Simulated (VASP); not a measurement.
# Sc (P6_3/mmc) in VASP: notebook

Runs on Sc. Level: LDA. Tasks: relaxation of cell and atoms.

All numbers are computed with VASP 6.6.1; they aren't measurements. Logs are shortened: lines on timing, memory, paths and dates and some standing lists are left out, and cuts for length are marked.

## (1) The cell of the first run

Symmetry: P6_3/mmc, No. 194, hexagonal system. Conventional cell: a = 3.231 Å, b = 3.231 Å, c = 4.984 Å, α = 90.00°, β = 90.00°, γ = 120.00°. Sc (site symmetry -6m2) has 12 Sc at 3.11 to 3.23 Å within 4.1 Å.

## (2) Relaxation of cell and atoms, LDA

Input file INCAR:

```
PREC = Accurate
ENCUT = 600
EDIFF = 1E-7
ISMEAR = -1
SIGMA = 0.15
LREAL = F
LASPH = T
NELM = 60
ALGO = Fast
ISIF = 3
LWAVE = F
LCHARG = F
GGA = CA
IBRION = 2
NSW = 80
EDIFFG = -0.001
```

Input file KPOINTS:

```
Automatic mesh
0
Gamma
  21 21 12
```

Input file POSCAR:

```
Sc
1.0
    3.2309204775      0.0000000028      0.0000000000
   -1.6154602412      2.7980592098      0.0000000000
    0.0000000000      0.0000000000      4.9838547587
Sc
2
Direct
    0.3333333333      0.6666666667      0.2500000000
    0.6666666667      0.3333333333      0.7500000000
```

Potentials or basis: VASP PAW LDA potentials, release 64 (Sc_sv).

Run with:

```
cat potpaw_LDA.64/Sc_sv/POTCAR > POTCAR
mpirun -np 1 vasp_std > vasp.out
```

OUTCAR:

```text
PREC = Accurate
   ENCUT = 600
   EDIFF = 1E-7
   ISMEAR = -1
   LREAL = F
   LASPH = T
   NELM = 60
   ISIF = 3
   GGA = CA
   IBRION = 2
   NSW = 80
   EDIFFG = -0.001

 ion  position               nearest neighbor table
   1  0.333  0.667  0.250-   2 3.11   2 3.11   2 3.11   2 3.11   2 3.11   2 3.11
   2  0.667  0.333  0.750-   1 3.11   1 3.11   1 3.11   1 3.11   1 3.11   1 3.11

  LATTYP: Found a hexagonal cell.
 ALAT       =     3.2309204775
 C/A-ratio  =     1.5425494974

  Lattice vectors:

 A1 = (   3.2309204775,   0.0000000028,   0.0000000000)
 A2 = (  -1.6154602412,   2.7980592098,   0.0000000000)
 A3 = (   0.0000000000,   0.0000000000,   4.9838547587)

Analysis of symmetry for initial positions (statically):
=====================================================================
 Subroutine PRICEL returns:
 Original cell was already a primitive cell.

 Routine SETGRP: Setting up the symmetry group for a
 hexagonal supercell.

 Subroutine GETGRP returns: Found 24 space group operations
 (whereof 12 operations were pure point group operations)
 out of a pool of 24 trial point group operations.

The static configuration has the point symmetry D_3d.
 The point group associated with its full space group is D_6h.

Analysis of symmetry for dynamics (positions and initial velocities):
=====================================================================
 Subroutine PRICEL returns:
 Original cell was already a primitive cell.

 Routine SETGRP: Setting up the symmetry group for a
 hexagonal supercell.

 Subroutine GETGRP returns: Found 24 space group operations
 (whereof 12 operations were pure point group operations)
 out of a pool of 24 trial point group operations.

The dynamic configuration has the point symmetry D_3d.
 The point group associated with its full space group is D_6h.

 Subroutine INISYM returns: Found 24 space group operations
 (whereof 12 operations are pure point group operations),
 and found     1 'primitive' translations

----------------------------------------------------------------------------------------

                                     Primitive cell

  volume of cell :      45.0556

  direct lattice vectors                    reciprocal lattice vectors
     3.230920478  0.000000003  0.000000000     0.309509320  0.178695289  0.000000000
    -1.615460241  2.798059210  0.000000000    -0.000000000  0.357390578  0.000000000
     0.000000000  0.000000000  4.983854759     0.000000000  0.000000000  0.200647902
[... 101 lines left out ...]
   IALGO  =     68    algorithm
   IMIX   =      4    mixing-type and parameters
     AMIX     =   0.40;   BMIX     =  1.00
     AMIX_MAG =   1.60;   BMIX_MAG =  1.00
  volume/ion in A,a.u.               =      22.53       152.03
  Fermi-wavevector in a.u.,A,eV,Ry     =   1.289138  2.436118 22.611220  1.661878
  Thomas-Fermi vector in A             =   2.421049
   LORBIT       =      0    0 simple, 1 ext, 2 COOP (PROOUT), +10 PAW based schemes
   GGA     = CA    functional components
   LHFCALC =     F    Hartree Fock is set to
   AEXX    =    0.0000 exact exchange contribution
   IVDW    =     0    specifies the selected vdW correction
   LEPSILON=     F    determine dielectric tensor
   LRPA    =     F    only Hartree local field effects (RPA)
 conjugate gradient relaxation of ions
 non-spin polarized calculation
 RMM-DIIS sequential band-by-band and
  energy-cutoff  :      600.00
  volume of cell :       45.06
 maximum number of plane-waves:      1532
 NGX is ok and might be reduce to    28
   NGX = 13   NGY = 13   NGZ = 19

--------------------------------------- Ionic step        1  -------------------------------------------

 number of electron      22.0000004 magnetization

 Free energy of the ion-electron system (eV)
  ---------------------------------------------------
  ext. energy  EPLUGINS =         0.00000000
  ---------------------------------------------------
  free energy    TOTEN  =       -13.57723576 eV

  energy without entropy =      -13.33667991  energy(sigma->0) =      -13.45695784

------------------------ aborting loop because EDIFF is reached ----------------------------------------

  FORCE on cell =-STRESS in cart. coord.  units (eV):
  Direction    XX          YY          ZZ          XY          YZ          ZX
  --------------------------------------------------------------------------------------
  -------------------------------------------------------------------------------------
  Total        0.0545601      0.0545601      0.2963224     -0.0000000      0.0000000      0.0000000
  in kB        1.9401585      1.9401585     10.5372299     -0.0000000      0.0000000      0.0000000
  external PRESSURE =       4.8058489 kB  Pullay stress =       0.0000000 kB
[... 203 lines left out ...]
--------------------------------------- Ionic step        7  -------------------------------------------

 number of electron      22.0000006 magnetization

 Free energy of the ion-electron system (eV)
  ---------------------------------------------------
  ext. energy  EPLUGINS =         0.00000000
  ---------------------------------------------------
  free energy    TOTEN  =       -13.57870213 eV

  energy without entropy =      -13.33422339  energy(sigma->0) =      -13.45646276

 E-fermi :   3.9520     XC(G=0): -10.4843

 val. band max:        3.9513930138   @ k =   0.3810   0.1905   0.3333
 cond. band min:       3.9526781071   @ k =   0.3333   0.2857   0.4167
 fundamental gap:      0.0012850932
 Fermi energy:         3.9520435913

 k-point     1 :       0.0000    0.0000    0.0000
  band No.  band energies     occupation
      1     -44.6525      2.00000
      2     -44.5464      2.00000
      3     -23.9167      2.00000
      4     -23.4394      2.00000
      5     -23.4394      2.00000
      6     -23.3511      2.00000
      7     -23.3511      2.00000
      8     -23.3256      2.00000
      9      -1.2688      2.00000
     10       2.1909      1.99998
     11       4.8451      0.00518
     12       5.5920      0.00004
     13       5.5920      0.00004
     14       5.8663      0.00001
[... 401 lines left out ...]
      2     -44.5353      2.00000
      3     -23.8140      2.00000
      4     -23.6065      2.00000
      5     -23.5585      2.00000
      6     -23.4793      2.00000
      7     -23.3879      2.00000
      8     -23.3779      2.00000
      9       0.1184      2.00000
     10       3.1375      1.99128
     11       3.8283      1.39060
     12       4.3082      0.17027
     13       5.5126      0.00006
     14       5.5546      0.00005
     15       5.9408      0.00000

 [... further k-points ...]
[... 5 lines left out ...]
  --------------------------------------------------------------------------------------
  -------------------------------------------------------------------------------------
  Total       -0.0014464     -0.0014464      0.0004874      0.0000000      0.0000000      0.0000000
  in kB       -0.0510194     -0.0510194      0.0171917      0.0000000      0.0000000      0.0000000
  external PRESSURE =      -0.0282824 kB  Pullay stress =       0.0000000 kB
[... 17 lines left out ...]
  FREE ENERGIE OF THE ION-ELECTRON SYSTEM (eV)
  ---------------------------------------------------
  free  energy   TOTEN  =       -13.5787021302 eV

  energy  without entropy=      -13.3342233932  energy(sigma->0) =      -13.45646276

 reached required accuracy - stopping structural energy minimisation
```

OSZICAR:

```text
N       E                     dE             d eps       ncg     rms          rms(c)
DAV:   1     0.406152774763E+03    0.40615E+03   -0.11814E+04 10128   0.183E+03
DAV:   2     0.110978764043E+02   -0.39505E+03   -0.38909E+03 14576   0.676E+02
DAV:   3    -0.143871418531E+02   -0.25485E+02   -0.24770E+02 17195   0.216E+02
DAV:   4    -0.148487022520E+02   -0.46156E+00   -0.44716E+00 15623   0.236E+01
[... 66 lines left out ...]
       N       E                     dE             d eps       ncg     rms          rms(c)
DAV:   1    -0.135787032857E+02   -0.11233E-05   -0.90968E-05 14609   0.226E-01    0.798E-03
RMM:   2    -0.135787021782E+02    0.11074E-05   -0.46661E-06 11492   0.546E-02    0.370E-03
RMM:   3    -0.135787021578E+02    0.20419E-07   -0.43569E-06 11616   0.224E-02    0.165E-03
RMM:   4    -0.135787021302E+02    0.27635E-07   -0.22629E-07  6891   0.104E-02
   7 F= -.13578702E+02 E0= -.13456463E+02  d E =-.241176E-03
```

Wall time 9.9 min (1 thread of Intel Xeon 6975P-C (Granite Rapids), shared host); peak memory 0.36 GiB.

Results:

```yaml
Free_energy: -13.5787 eV
Relaxed_volume: 22.71 Å³/atom
Relaxed_cell: a = 3.228 Å, b = 3.228 Å, c = 5.035 Å, α = 90.00°, β = 90.00°, γ = 120.00°
Space_group_after_relaxing_to_0.1_Å: P6_3/mmc (No. 194)
Energy_gained_by_relaxing: 0.7 meV/atom
Ionic_steps: 7
Pressure_after_relaxing: 0.0 GPa
Band_gap_on_the_k_mesh: zero (bands 11 and 12 overlap by 1.59 eV)
```

The path:
```
step  energy change (eV)  largest force (eV/Å)  pressure (GPa)  volume (Å³)
   1              0.0000                0.0000            0.48        45.06
   2             -0.0012                0.0000           -0.11        45.50
   3             -0.0012                0.0000           -0.15        45.53
   4             -0.0014                0.0000           -0.04        45.45
   5             -0.0015                0.0000           -0.01        45.42
   6             -0.0015                0.0000            0.00        45.42
   7             -0.0015                0.0000            0.00        45.42
```

Final structure:
```xyz
2
Lattice="3.2276 0.0000 0.0000 -1.6138 2.7951 0.0000 0.0000 0.0000 5.0349" Properties=species:S:1:pos:R:3 pbc="T T T"
Sc    0.0000    1.8634    1.2587
Sc    1.6138    0.9317    3.7762
```

Levels at points of the mesh, in eV from the Fermi level:
```tsv
k point	band 8	band 9	band 10	band 11	band 12	band 13	band 14	band 15
(0.00, 0.00, 0.00)	-27.28	-5.22	-1.76	0.89	1.64	1.64	1.91	2.14
(0.00, 0.00, 0.50)	-27.35	-3.58	-3.58	0.99	0.99	1.55	1.55	1.55
```

## (3) Relaxation of cell and atoms, LDA

This run uses another cell than the first one, of 25.01 Å³/atom.

Input file INCAR:

```
  PREC = Accurate
  ENCUT = 600
  EDIFF = 1E-7
  ISMEAR = 0
  SIGMA = 0.1
  LREAL = False
  LASPH = True
  NELM = 60
  ALGO = Fast
  ISIF = 3
  LWAVE = False
  LCHARG = False
  GGA = CA
  IBRION = 2
  NSW = 100
  EDIFFG = -0.002
```

KPOINTS is that of step 2.

Input file POSCAR:

```
Sc
1.0
    3.2912249500      0.0000000000      0.0000000000
   -1.6456124800      2.8502844200      0.0000000000
    0.0000000000      0.0000000000      5.3325723900
Sc
2
Direct
    0.3333333300      0.6666666700      0.2500000000
    0.6666666700      0.3333333300      0.7500000000
```

Potentials or basis: VASP PAW LDA potentials, release 64 (Sc_sv).

Run with:

```
cat potpaw_LDA.64/Sc_sv/POTCAR > POTCAR
mpirun -np 1 vasp_std > vasp.out
```

It took 17 min on 1 thread of Intel Xeon 6975P-C (Granite Rapids), shared host; peak memory 0.39 GiB.

It converged, with:

| Quantity | Value |
| --- | --- |
| Free energy | -13.4584 eV |
| Relaxed volume | 22.58 Å³/atom |
| Relaxed cell | a = 3.233 Å, b = 3.233 Å, c = 4.988 Å, α = 90.00°, β = 90.00°, γ = 120.00° |
| Space group after relaxing (to 0.1 Å) | P6_3/mmc (No. 194) |
| Energy gained by relaxing | 50.7 meV/atom |
| Ionic steps | 11 |
| Pressure after relaxing | 0.0 GPa |
| Band gap on the k mesh | zero (bands 11 and 12 overlap by 1.66 eV) |

Step by step:
```
step  energy change (eV)  largest force (eV/Å)  pressure (GPa)  volume (Å³)
   1              0.0000                0.0000           -5.22        50.02
   2             -0.0934                0.0000            1.21        44.34
   3             -0.0953                0.0000            0.33        44.97
   4             -0.0952                0.0000            0.17        45.07
   5             -0.1001                0.0000            0.03        45.15
   6             -0.1015                0.0000           -0.07        45.20
   7             -0.1015                0.0000           -0.07        45.21
   8             -0.1015                0.0000           -0.08        45.21
   9             -0.1015                0.0000            0.04        45.13
  10             -0.1015                0.0000           -0.01        45.15
  11             -0.1015                0.0000           -0.01        45.15
```

Final structure:
```yaml
crystal:
  lattice:
    - [3.23309, 0.00000, 0.00000]
    - [-1.61655, 2.79994, 0.00000]
    - [0.00000, 0.00000, 4.98784]
  atoms:
    - { symbol: Sc, position: [0.33333, 0.66667, 0.25000] }
    - { symbol: Sc, position: [0.66667, 0.33333, 0.75000] }
```

Levels at points of the mesh, in eV from the Fermi level:
```csv
k point,band 7,band 8,band 9,band 10,band 11,band 12,band 13,band 14,band 15
"(0.00, 0.00, 0.00)",-27.30,-27.25,-5.22,-1.75,1.01,1.63,1.63,1.99,2.15
"(0.00, 0.00, 0.50)",-27.35,-27.35,-3.55,-3.55,1.04,1.04,1.52,1.52,1.52
```
